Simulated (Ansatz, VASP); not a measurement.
# InSb in VASP and in Ansatz

```xyz
2
Lattice="-2.9582 2.9582 1.5531 2.9582 -2.9582 1.5531 2.9582 2.9582 -1.5531" Properties=species:S:1:pos:R:3 pbc="T T T"
In    2.9582    0.0000    0.7765
Sb    0.0000    0.0000    0.0000
```

Alike in both runs: task single point; functional PBE; k mesh 16 × 16 × 16; occupations gaussian, width 0.15 eV; no spin polarisation.

```csv
,VASP,Ansatz
version,VASP 6.6.1,Ansatz 0.2.0
potentials or method,"VASP PAW PBE potentials, release 64 (In_d, Sb), cutoff 520 eV","scalar-relativistic, plane waves, PAW"
valence electrons in the cell,18,28
```

```csv
,VASP,Ansatz,Ansatz less VASP
gap on the k mesh at the Fermi level (eV),none,none,-
pressure (GPa),2.2,2.2,+0.03
"traceless stress, the component that is largest in VASP (GPa)",1.66,1.66,+0.001
```

A gap of «none» marks a metal or a gap that the smearing closes. VASP's potentials hold 18 valence electrons a cell and Ansatz's 28, so a difference there can come from the potentials and not from the codes.

Neither program's run includes spin-orbit coupling.
